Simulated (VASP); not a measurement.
# BiTe (Fm-3m) in VASP: further runs

Runs on BiTe. Level: PBE. Tasks: single point.

Everything below comes from runs of VASP 6.6.1. Logs are shortened: lines on timing, memory, paths and dates and some standing lists are left out, and cuts for length are marked.

## Step 1: The cell of the first run

Symmetry: Fm-3m, No. 225, cubic system. Conventional cell: a = 6.470 Å, b = 6.470 Å, c = 6.470 Å, α = 90.00°, β = 90.00°, γ = 90.00°. Within 4.3 Å of Bi (site symmetry m-3m) lie 6 Te at 3.23 Å. Within 4.3 Å of Te (site symmetry m-3m) lie 6 Bi at 3.23 Å.

## Step 2: Single point, PBE

Contents of INCAR:

```
SYSTEM = BiTe
PREC = Accurate
ENCUT = 520
EDIFF = 1E-6
ISMEAR = 0
SIGMA = 0.1
LREAL = .FALSE.
LASPH = .TRUE.
NELM = 100
ALGO = Normal
ISIF = 2
LWAVE = .FALSE.
LCHARG = .FALSE.
GGA = PE
NBANDS = 18
```

Contents of KPOINTS:

```
regular mesh
0
G
  4 4 4
  0 0 0
```

Contents of POSCAR:

```
BiTe
1.0
    0.0000000000      3.2350000000      3.2350000000
    3.2350000000      0.0000000000      3.2350000000
    3.2350000000      3.2350000000      0.0000000000
Bi Te
1 1
Direct
    0.0000000000      0.0000000000      0.0000000000
    0.5000000000      0.5000000000      0.5000000000
```

Potentials or basis: VASP PAW PBE potentials, release 64 (Bi_d, Te).

The run is started by

```bash
> cat potpaw_PBE.64/Bi_d/POTCAR potpaw_PBE.64/Te/POTCAR > POTCAR
> mpirun -np 1 vasp_std > vasp.out
```

OUTCAR:

```text
SYSTEM = BiTe
   PREC = Accurate
   ENCUT = 520
   EDIFF = 1E-6
   ISMEAR = 0
   LREAL = .FALSE.
   LASPH = .TRUE.
   NELM = 100
   ISIF = 2
   GGA = PE

 ion  position               nearest neighbor table
   1  0.000  0.000  0.000-   2 3.23   2 3.23   2 3.23   2 3.23   2 3.23   2 3.23
   2  0.500  0.500  0.500-   1 3.23   1 3.23   1 3.23   1 3.23   1 3.23   1 3.23

  LATTYP: Found a face centered cubic cell.
 ALAT       =     6.4700000000

  Lattice vectors:

 A1 = (   0.0000000000,   3.2350000000,   3.2350000000)
 A2 = (   3.2350000000,   0.0000000000,   3.2350000000)
 A3 = (   3.2350000000,   3.2350000000,   0.0000000000)

Analysis of symmetry for initial positions (statically):
=====================================================================
 Subroutine PRICEL returns:
 Original cell was already a primitive cell.

 Routine SETGRP: Setting up the symmetry group for a
 face centered cubic supercell.

 Subroutine GETGRP returns: Found 48 space group operations
 (whereof 48 operations were pure point group operations)
 out of a pool of 48 trial point group operations.

The static configuration has the point symmetry O_h .

Analysis of symmetry for dynamics (positions and initial velocities):
=====================================================================
 Subroutine PRICEL returns:
 Original cell was already a primitive cell.

 Routine SETGRP: Setting up the symmetry group for a
 face centered cubic supercell.

 Subroutine GETGRP returns: Found 48 space group operations
 (whereof 48 operations were pure point group operations)
 out of a pool of 48 trial point group operations.

The dynamic configuration has the point symmetry O_h .

 Subroutine INISYM returns: Found 48 space group operations
 (whereof 48 operations are pure point group operations),
 and found     1 'primitive' translations

----------------------------------------------------------------------------------------

                                     Primitive cell

  volume of cell :      67.7100

  direct lattice vectors                    reciprocal lattice vectors
     0.000000000  3.235000000  3.235000000    -0.154559505  0.154559505  0.154559505
     3.235000000  0.000000000  3.235000000     0.154559505 -0.154559505  0.154559505
     3.235000000  3.235000000  0.000000000     0.154559505  0.154559505 -0.154559505

  length of vectors
     4.574980874  4.574980874  4.574980874     0.267704916  0.267704916  0.267704916

[... 61 lines left out ...]
   ENCUT  =  520.0 eV  38.22 Ry    6.18 a.u.   8.51  8.51  8.51*2*pi/ulx,y,z
   NELM   =    100;   NELMIN=  2; NELMDL= -5     # of ELM steps
   EDIFF  = 0.1E-05   stopping-criterion for ELM
   LREAL  =      F    real-space projection
   EDIFFG = 0.1E-04   stopping-criterion for IOM
   NSW    =      0    number of steps for IOM
   IBRION =     -1    ionic relax: 0-MD 1-quasi-New 2-CG
   NFREE  =      0    steps in history (QN), initial steepest desc. (CG)
   ISIF   =      2    stress and relaxation
   ISYM   =      2    0-nonsym 1-usesym 2-fastsym
   POTIM  = 0.5000    time-step for ionic-motion
   TEBEG  =    0.0;   TEEND  =   0.0 temperature during run
   PSTRESS=    0.0 pullay stress
   NELECT =      21.0000    total number of electrons
   NUPDOWN=      -1.0000    fix difference up-down
   EMIN   =  10.00;   EMAX   =-10.00  energy-range for DOS
   EFERMI =   0.00;   METHOD = LEGACY
   ISMEAR =     0;   SIGMA  =   0.10  broadening in eV -4-tet -1-fermi 0-gaus
   EFERMI_NEDOS =   21; number of points for ismear=-14 and -15
   IALGO  =     38    algorithm
   IMIX   =      4    mixing-type and parameters
     AMIX     =   0.40;   BMIX     =  1.00
     AMIX_MAG =   1.60;   BMIX_MAG =  1.00
  volume/ion in A,a.u.               =      33.86       228.46
  Fermi-wavevector in a.u.,A,eV,Ry     =   1.108146  2.094092 16.707785  1.227988
  Thomas-Fermi vector in A             =   2.244669
   LORBIT       =      0    0 simple, 1 ext, 2 COOP (PROOUT), +10 PAW based schemes
   GGA     = PE    functional components
   LHFCALC =     F    Hartree Fock is set to
   AEXX    =    0.0000 exact exchange contribution
   IVDW    =     0    specifies the selected vdW correction
   LEPSILON=     F    determine dielectric tensor
   LRPA    =     F    only Hartree local field effects (RPA)
 non-spin polarized calculation
 Gauss-broadening in eV      SIGMA  =   0.10
  energy-cutoff  :      520.00
  volume of cell :       67.71
 maximum number of plane-waves:      1847
 NGX is ok and might be reduce to    36
   NGX = 17   NGY = 17   NGZ = 17

 number of electron      21.0000001 magnetization

 Free energy of the ion-electron system (eV)
  ---------------------------------------------------
  ext. energy  EPLUGINS =         0.00000000
  ---------------------------------------------------
  free energy    TOTEN  =        -7.20566988 eV

  energy without entropy =       -7.18799361  energy(sigma->0) =       -7.19683175

 E-fermi :   6.6309     XC(G=0):  -9.4242

 val. band max:        6.5732245978   @ k =  -0.2500   0.2500   0.0000
 cond. band min:       6.6535608828   @ k =  -0.2500   0.2500   0.0000
 fundamental gap:      0.0803362850
 Fermi energy:         6.6309203225

 k-point     1 :       0.0000    0.0000    0.0000
  band No.  band energies     occupation
      1     -16.4712      2.00000
      2     -16.4712      2.00000
      3     -16.4701      2.00000
      4     -16.4701      2.00000
      5     -16.4701      2.00000
      6      -6.8626      2.00000
[... 145 lines left out ...]
      5     -16.4596      2.00000
      6      -4.5636      2.00000
[... 10 lines left out ...]
     17      16.4153      0.00000
     18      17.3820      0.00000

------------------------ aborting loop because EDIFF is reached ----------------------------------------

  FORCE on cell =-STRESS in cart. coord.  units (eV):
  Direction    XX          YY          ZZ          XY          YZ          ZX
  --------------------------------------------------------------------------------------
  -------------------------------------------------------------------------------------
  Total        0.2516517      0.2516517      0.2516517      0.0000000      0.0000000     -0.0000000
  in kB        5.9546686      5.9546686      5.9546686      0.0000000      0.0000000     -0.0000000
  external PRESSURE =       5.9546686 kB  Pullay stress =       0.0000000 kB

 VOLUME and BASIS-vectors are now :
 -----------------------------------------------------------------------------
  energy-cutoff  :      520.00
  volume of cell :       67.71
      direct lattice vectors                 reciprocal lattice vectors
     0.000000000  3.235000000  3.235000000    -0.154559505  0.154559505  0.154559505
     3.235000000  0.000000000  3.235000000     0.154559505 -0.154559505  0.154559505
     3.235000000  3.235000000  0.000000000     0.154559505  0.154559505 -0.154559505

 POSITION                                       TOTAL-FORCE (eV/Angst)
 -----------------------------------------------------------------------------------
      0.00000      0.00000      0.00000         0.000000     -0.000000      0.000000
      3.23500      3.23500      3.23500        -0.000000      0.000000     -0.000000
 -----------------------------------------------------------------------------------
    total drift:                               -0.000000      0.000000      0.000000

  FREE ENERGIE OF THE ION-ELECTRON SYSTEM (eV)
  ---------------------------------------------------
  free  energy   TOTEN  =        -7.2056698837 eV

  energy  without entropy=       -7.1879936089  energy(sigma->0) =       -7.19683175
```

OSZICAR:

```text
N       E                     dE             d eps       ncg     rms          rms(c)
DAV:   1     0.159317823062E+03    0.15932E+03   -0.98478E+03   288   0.114E+03
DAV:   2     0.454365882998E+01   -0.15477E+03   -0.15112E+03   320   0.320E+02
DAV:   3    -0.688954357180E+01   -0.11433E+02   -0.11320E+02   344   0.872E+01
DAV:   4    -0.721389260229E+01   -0.32435E+00   -0.32406E+00   366   0.158E+01
DAV:   5    -0.722552991119E+01   -0.11637E-01   -0.11637E-01   426   0.268E+00    0.591E+00
DAV:   6    -0.720065845094E+01    0.24871E-01   -0.89895E-02   374   0.183E+00    0.345E+00
DAV:   7    -0.720524994107E+01   -0.45915E-02   -0.21282E-02   356   0.743E-01    0.650E-01
DAV:   8    -0.720553082912E+01   -0.28089E-03   -0.29497E-03   344   0.364E-01    0.935E-02
DAV:   9    -0.720566062515E+01   -0.12980E-03   -0.30905E-04   334   0.104E-01    0.319E-02
DAV:  10    -0.720566587497E+01   -0.52498E-05   -0.10733E-05   408   0.192E-02    0.240E-02
DAV:  11    -0.720567012666E+01   -0.42517E-05   -0.11198E-05   304   0.193E-02    0.649E-03
DAV:  12    -0.720566988374E+01    0.24293E-06   -0.87451E-07   248   0.748E-03
   1 F= -.72056699E+01 E0= -.71968317E+01  d E =-.176763E-01
```

Wall time 22 s (1 thread of AMD EPYC 7R13, shared host); peak memory 0.17 GiB.

Results:

- Free energy: -7.2057 eV
- Pressure: 0.6 GPa
- Band gap on the k mesh: zero (an odd number of electrons rules out a gap without spin polarisation)

Caveat: the k points lie up to 0.42 Å⁻¹ apart, too coarse for converged energies and pressures of a metal; spin-orbit coupling is left out, which moves the levels of the heavy elements.

## Step 3: Single point, PBE

This run uses another cell than the first one, of 5.02 Å³/atom.

Contents of INCAR:

```
PREC     = Accurate       # precision mode
ENCUT    = 520            # plane-wave cutoff, eV
EDIFF    = 1E-6           # SCF threshold, eV
ISMEAR   = 0              # smearing method
SIGMA    = 0.1            # smearing width, eV
LREAL    = F              # projectors in reciprocal space
LASPH    = T              # aspherical terms in the spheres
NELM     = 60             # most SCF steps
ALGO     = Normal         # electronic algorithm
ISIF     = 2              # what is computed and relaxed
LWAVE    = F              # write WAVECAR
LCHARG   = F              # write CHGCAR
GGA      = PE             # functional
NBANDS   = 18             # bands
```

Contents of KPOINTS:

```
Automatic mesh
0
Gamma
  12 12 12
```

Contents of POSCAR:

```
BiTe
1.0
    0.0000000000      1.7118875950      1.7118875950
    1.7118875950      0.0000000000      1.7118875950
    1.7118875950      1.7118875950      0.0000000000
Bi Te
1 1
Direct
    0.0000000000      0.0000000000      0.0000000000
    0.5000000000      0.5000000000      0.5000000000
```

Potentials or basis: VASP PAW PBE potentials, release 64 (Bi_d, Te).

The run is started by

```bash
> cat potpaw_PBE.64/Bi_d/POTCAR potpaw_PBE.64/Te/POTCAR > POTCAR
> mpirun -np 1 vasp_std > vasp.out
```

Wall time 32 s (1 thread of AMD EPYC 7R13, shared host); peak memory 0.1 GiB.

The run converged, but its numbers aren't listed here, since they failed a check.

Caveat: atoms lie so close that the PAW spheres overlap strongly, which falsifies energies and pressures; the cell stands under pressure; spin-orbit coupling is left out, which moves the levels of the heavy elements.

## Step 4: Single point, PBE

Contents of INCAR:

```
ALGO = Normal ; EDIFF = 1E-6
ENCUT = 520 ; GGA = PE
ISIF = 2 ; ISMEAR = 0
LASPH = True ; LCHARG = False
LREAL = False ; LWAVE = False
NBANDS = 18 ; NELM = 100
PREC = Accurate ; SIGMA = 0.1
```

Contents of KPOINTS:

```
k-points
0
Gamma
  6 6 6
```

Contents of POSCAR:

```
BiTe
1.0
    0.0000000000      3.2350000000      3.2350000000
    3.2350000000      0.0000000000      3.2350000000
    3.2350000000      3.2350000000      0.0000000000
Bi Te
1 1
Direct
    0.0000000000      0.0000000000      0.0000000000
    0.5000000000      0.5000000000      0.5000000000
```

The run is started by

```bash
> cat potpaw_PBE.64/Bi_d/POTCAR potpaw_PBE.64/Te/POTCAR > POTCAR
> mpirun -np 1 vasp_std > vasp.out
```

Wall time 36 s (1 thread of AMD EPYC 7R13, shared host); peak memory 0.18 GiB.

The run converged. Its results:

```yaml
Free_energy: -7.1673 eV
Pressure: 0.9 GPa
Band_gap_on_the_k_mesh: zero (an odd number of electrons rules out a gap without spin polarisation)
```

Levels at points of the mesh, in eV from the Fermi level:
| k point | band 7 | band 8 | band 9 | band 10 | band 11 | band 12 | band 13 | band 14 |
| --- | --- | --- | --- | --- | --- | --- | --- | --- |
| (0.00, 0.00, 0.00) | -8.02 | -2.44 | -2.44 | -2.44 | 2.26 | 2.26 | 2.26 | 4.77 |
| (0.50, 0.00, 0.00) | -11.14 | -1.81 | -1.81 | -1.49 | -0.71 | -0.52 | -0.52 | 7.43 |
| (0.50, 0.50, 0.00) | -9.85 | -5.55 | -3.91 | -3.91 | 2.35 | 3.70 | 3.70 | 5.07 |

Caveat: spin-orbit coupling is left out, which moves the levels of the heavy elements.

(Continued in part 2 of 2.)
